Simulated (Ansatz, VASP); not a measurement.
# Two plane-wave programs on ZnSe

```
Zn Se
1.0
     0.00000    2.82500    2.82500
     2.82500    0.00000    2.82500
     2.82500    2.82500    0.00000
Zn Se
1 1
Direct
  0.00000 0.00000 0.00000
  0.25000 0.25000 0.25000
```

Alike in both runs: task single point; functional PBE; k mesh 8 × 8 × 8; occupations gaussian, width 0.02 eV; no spin polarisation.

```csv
,VASP,Ansatz
version,VASP 6.6.1,Ansatz 0.2.0
potentials or method,"VASP PAW PBE potentials, release 64 (Zn, Se), cutoff 500 eV","scalar-relativistic, plane waves, PAW"
valence electrons in the cell,18,28
```

Ansatz gave:

| Property | Result |
| --- | --- |
| gap on the k mesh at the Fermi level (eV) | 1.32 |
| least direct gap on the mesh (eV) | 1.32 |
| pressure (GPa) | 2.7 |

**Question.** Estimate VASP's values.

**Answer.** gap on the k mesh at the Fermi level (eV): 1.33; least direct gap on the mesh (eV): 1.33; pressure (GPa): 3.0.

With one functional, cell and mesh, what is left measures potentials, basis and numerics. VASP's potentials hold 18 valence electrons a cell and Ansatz's 28, so a difference there can come from the potentials and not from the codes.
